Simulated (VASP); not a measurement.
# Be (P6/mmm) in VASP: a series of runs, part 2 of 2

VASP 6.6.1.

### Step 5. Single point, RPBE (volume scaled by 1.12)

INCAR reads:

```
SYSTEM = Be
PREC = Accurate
ENCUT = 520
EDIFF = 1E-7
ISMEAR = -1
SIGMA = 0.1
LREAL = .False.
LASPH = .True.
NELM = 100
ALGO = Normal
ISIF = 2
LWAVE = .False.
LCHARG = .False.
GGA = RP
NBANDS = 10
```

KPOINTS reads:

```
Automatic mesh
0
Gamma
  11 11 16
  0 0 0
```

POSCAR reads:

```
Be
1.0
    3.7378660721      0.0000000000      0.0000000000
   -1.8689330360      3.2370869744      0.0000000000
    0.0000000000      0.0000000000      2.3018321779
Be
3
Direct
    0.0000000000      0.0000000000      0.0000000000
    0.3333333333      0.6666666667      0.5000000000
    0.6666666667      0.3333333333      0.5000000000
```

Potentials or basis: VASP PAW PBE potentials, release 64 (Be).

Run with:

```sh
> cat potpaw_PBE.64/Be/POTCAR > POTCAR
> mpirun -np 1 vasp_std > vasp.out
```

OUTCAR:

```text
SYSTEM = Be
   PREC = Accurate
   ENCUT = 520
   EDIFF = 1E-7
   ISMEAR = -1
   LREAL = .False.
   LASPH = .True.
   NELM = 100
   ISIF = 2
   GGA = RP

 ion  position               nearest neighbor table
   1  0.000  0.000  0.000-
   2  0.333  0.667  0.500-   3 2.16   3 2.16   3 2.16
   3  0.667  0.333  0.500-   2 2.16   2 2.16   2 2.16

  LATTYP: Found a hexagonal cell.
 ALAT       =     3.7378660721
 C/A-ratio  =     0.6158145138

[... 504 lines left out ...]

  FORCE on cell =-STRESS in cart. coord.  units (eV):
  Direction    XX          YY          ZZ          XY          YZ          ZX
  --------------------------------------------------------------------------------------
  -------------------------------------------------------------------------------------
  Total       -2.0099002     -2.0099002     -1.3628844     -0.0000000      0.0000000     -0.0000000
  in kB     -115.6200907   -115.6200907    -78.4003196     -0.0000000      0.0000000     -0.0000000
  external PRESSURE =    -103.2135003 kB  Pullay stress =       0.0000000 kB

 VOLUME and BASIS-vectors are now :
 -----------------------------------------------------------------------------
  energy-cutoff  :      520.00
  volume of cell :       27.85
      direct lattice vectors                 reciprocal lattice vectors
     3.737866072  0.000000000  0.000000000     0.267532325  0.154459860  0.000000000
    -1.868933036  3.237086974  0.000000000     0.000000000  0.308919719  0.000000000
     0.000000000  0.000000000  2.301832178     0.000000000  0.000000000  0.434436537

 POSITION                                       TOTAL-FORCE (eV/Angst)
 -----------------------------------------------------------------------------------
      0.00000      0.00000      0.00000        -0.000000     -0.000000      0.000000
     -0.00000      2.15806      1.15092         0.000000     -0.000000      0.000000
      1.86893      1.07903      1.15092        -0.000000      0.000000     -0.000000
 -----------------------------------------------------------------------------------
    total drift:                                0.000000     -0.000000     -0.000000

  FREE ENERGIE OF THE ION-ELECTRON SYSTEM (eV)
  ---------------------------------------------------
  free  energy   TOTEN  =        -9.8951950325 eV

  energy  without entropy=       -9.8731386730  energy(sigma->0) =       -9.88416685
```

OSZICAR:

```text
N       E                     dE             d eps       ncg     rms          rms(c)
DAV:   1    -0.282300862694E+00   -0.28230E+00   -0.26140E+03  2896   0.488E+02
DAV:   2    -0.974452966787E+01   -0.94622E+01   -0.89958E+01  4084   0.768E+01
DAV:   3    -0.995677337372E+01   -0.21224E+00   -0.21044E+00  3818   0.811E+00
DAV:   4    -0.995730644837E+01   -0.53307E-03   -0.53290E-03  3892   0.426E-01
DAV:   5    -0.995730732777E+01   -0.87940E-06   -0.87939E-06  3522   0.153E-02    0.125E+00
DAV:   6    -0.991287201441E+01    0.44435E-01   -0.91737E-03  3604   0.820E-01    0.755E-01
DAV:   7    -0.989537864820E+01    0.17493E-01   -0.64896E-03  3558   0.685E-01    0.990E-02
DAV:   8    -0.989519422569E+01    0.18442E-03   -0.20925E-04  3704   0.832E-02    0.125E-02
DAV:   9    -0.989519396830E+01    0.25739E-06   -0.15214E-05  3862   0.227E-02    0.467E-03
DAV:  10    -0.989519471600E+01   -0.74770E-06   -0.34573E-06  3672   0.751E-03    0.682E-04
DAV:  11    -0.989519492079E+01   -0.20479E-06   -0.39982E-08  2304   0.133E-03    0.230E-04
DAV:  12    -0.989519504169E+01   -0.12090E-06   -0.18951E-09  2000   0.389E-04    0.212E-05
DAV:  13    -0.989519503248E+01    0.92020E-08   -0.13961E-10  1902   0.127E-04
   1 F= -.98951950E+01 E0= -.98841669E+01  d E =-.220564E-01
```

Run time: 14 s. Hardware: 1 thread of Intel Xeon 6975P-C (Granite Rapids), shared host; peak memory 0.15 GiB.

Results:

```
Free energy            : -9.8952 eV
Pressure               : -10.3 GPa
Band gap on the k mesh : zero (band 3 reaches 9.84 eV, above the bottom of band 4 at 5.61 eV)
```

Caveat: the cell differs from its parent crystal (volume scaled by 1.12); the PAW data sets were made with another functional, which shifts forces and pressure a little.

### Step 6. Single point, RPBE

INCAR reads:

```
PREC = Accurate
ENCUT = 520
EDIFF = 1E-6
ISMEAR = -1
SIGMA = 0.1
LREAL = F
LASPH = T
NELM = 60
ALGO = Normal
ISIF = 2
LWAVE = F
LCHARG = F
GGA = RP
NBANDS = 10
```

KPOINTS reads:

```
regular mesh
0
Gamma
  13 13 19
```

POSCAR reads:

```
Be
1.0
    3.5992973692      0.0000000000      0.0000000000
   -1.7996486846      3.1170829576      0.0000000000
    0.0000000000      0.0000000000      2.2164995595
Be
3
Direct
    0.0000000000      0.0000000000      0.0000000000
    0.3333333333      0.6666666667      0.5000000000
    0.6666666667      0.3333333333      0.5000000000
```

Potentials or basis: VASP PAW PBE potentials, release 64 (Be).

Run with:

```sh
> cat potpaw_PBE.64/Be/POTCAR > POTCAR
> mpirun -np 1 vasp_std > vasp.out
```

It took 18 s on 1 thread of Intel Xeon 6975P-C (Granite Rapids), shared host; peak memory 0.16 GiB.

It converged, with:

* Free energy: -9.9996 eV
* Pressure: 0.1 GPa
* Band gap on the k mesh: zero (band 3 reaches 10.98 eV, above the bottom of band 4 at 6.40 eV)

Stress tensor (GPa, compression positive):
```
-0.12  0.00  0.00
 0.00 -0.12  0.00
 0.00  0.00  0.57
```

Levels at points of the mesh, in eV from the Fermi level:
| k point | band 1 | band 2 | band 3 | band 4 | band 5 | band 6 | band 7 | band 8 |
| --- | --- | --- | --- | --- | --- | --- | --- | --- |
| (0.00, 0.00, 0.00) | -11.71 | -1.12 | -1.12 | -0.90 | -0.90 | 5.29 | 5.51 | 10.43 |

Caveat: the PAW data sets were made with another functional, which shifts forces and pressure a little.

### Step 7. Relaxation of cell and atoms, RPBE

This run uses another cell than the first one, of 8.11 Å³/atom, 0.979 times its volume.

INCAR reads:

```
PREC     = Accurate       # precision mode
ENCUT    = 600            # plane-wave cutoff, eV
EDIFF    = 1E-6           # SCF threshold, eV
ISMEAR   = -1             # smearing method
SIGMA    = 0.1            # smearing width, eV
LREAL    = False          # projectors in reciprocal space
LASPH    = True           # aspherical terms in the spheres
NELM     = 100            # most SCF steps
ALGO     = Normal         # electronic algorithm
ISIF     = 3              # what is computed and relaxed
LWAVE    = False          # write WAVECAR
LCHARG   = False          # write CHGCAR
GGA      = RP             # functional
IBRION   = 2              # ionic algorithm
NSW      = 80             # ionic steps
EDIFFG   = -0.01          # ionic threshold
```

KPOINTS reads:

```
Automatic mesh
0
Gamma
  10 10 14
```

POSCAR reads:

```
Be
1.0
    3.5790237631      0.0000000000      0.0000000000
   -1.7895118815      3.0995254996      0.0000000000
    0.0000000000      0.0000000000      2.1939415668
Be
3
Direct
    0.0000000000      0.0000000000      0.0000000000
    0.3333333333      0.6666666667      0.5000000000
    0.6666666667      0.3333333333      0.5000000000
```

Run with:

```sh
> cat potpaw_PBE.64/Be/POTCAR > POTCAR
> mpirun -np 1 vasp_std > vasp.out
```

It took 20 s on 1 thread of Intel Xeon 6975P-C (Granite Rapids), shared host; peak memory 0.15 GiB.

Results (log left out):

```
Free energy                            : -9.9989 eV
Relaxed volume                         : 8.29 Å³/atom
Relaxed cell                           : a = 3.600 Å, b = 3.600 Å, c = 2.216 Å, α = 90.00°, β = 90.00°, γ = 120.00°
Space group after relaxing (to 0.05 Å) : P6/mmm (No. 191)
Energy gained by relaxing              : 1.4 meV/atom
Ionic steps                            : 5
Pressure after relaxing                : 0.0 GPa
Band gap on the k mesh                 : zero (band 3 reaches 11.06 eV, above the bottom of band 4 at 6.40 eV)
```

Stress tensor (GPa, compression positive):
```
-0.01  0.00  0.00
 0.00 -0.01  0.00
 0.00  0.00  0.08
```

Step by step:
```
step  energy change (eV)  largest force (eV/Å)  pressure (GPa)  volume (Å³)
   1              0.0000                0.0000            2.38        24.34
   2             -0.0039                0.0000            0.42        24.77
   3             -0.0040                0.0000           -0.07        24.88
   4             -0.0040                0.0000           -0.02        24.87
   5             -0.0041                0.0000            0.02        24.86
```

Final structure:
```
CELL_PARAMETERS angstrom
3.59969 0.00000 0.00000
-1.79984 3.11742 0.00000
0.00000 0.00000 2.21576
ATOMIC_POSITIONS crystal
Be 0.00000 0.00000 0.00000
Be 0.33333 0.66667 0.50000
Be 0.66667 0.33333 0.50000
```

Levels at points of the mesh, in eV from the Fermi level:
```csv
k point,band 1,band 2,band 3,band 4,band 5,band 6,band 7
"(0.00, 0.00, 0.00)",-11.72,-1.13,-1.13,-0.91,-0.91,5.27,5.50
"(0.50, 0.00, 0.00)",-8.86,-8.79,-4.76,0.50,9.60,10.02,11.12
"(0.00, 0.00, 0.50)",-6.34,-5.58,3.75,3.75,4.36,5.88,5.88
"(0.50, 0.00, 0.50)",-4.33,-4.23,-1.75,-0.62,1.38,3.78,5.55
```

Caveat: the PAW data sets were made with another functional, which shifts forces and pressure a little.

### Step 8. Overview

```tsv
task	cell	k mesh	cutoff (eV)	gap on the mesh (eV)	pressure (GPa)
single point	a = 3.599, b = 3.599, c = 2.216 Å, angles 90.0, 90.0, 120.0°, 3 atoms	11 × 11 × 16	520	none	0.1
single point	a = 3.647, b = 3.647, c = 2.246 Å, angles 90.0, 90.0, 120.0°, 3 atoms	11 × 11 × 16	520	none	-4.0
single point	a = 3.693, b = 3.693, c = 2.274 Å, angles 90.0, 90.0, 120.0°, 3 atoms	11 × 11 × 16	520	none	-7.4
single point	a = 3.738, b = 3.738, c = 2.302 Å, angles 90.0, 90.0, 120.0°, 3 atoms	11 × 11 × 16	520	none	-10.3
single point	a = 3.599, b = 3.599, c = 2.216 Å, angles 90.0, 90.0, 120.0°, 3 atoms	13 × 13 × 19	520	none	0.1
relaxation of cell and atoms	relaxed from a = 3.579, b = 3.579, c = 2.194 Å, angles 90.0, 90.0, 120.0°, 3 atoms	10 × 10 × 14	600	none	0.0
```

Alike in all rows: level RPBE; potentials or basis VASP PAW PBE potentials, release 64 (Be); no spin polarisation; smearing fermi-dirac 0.1 eV.

Caveats: the PAW data sets were made with another functional, which shifts forces and pressure a little.

Total energies depend on the potentials used, so only differences within one code and one set of settings carry meaning.
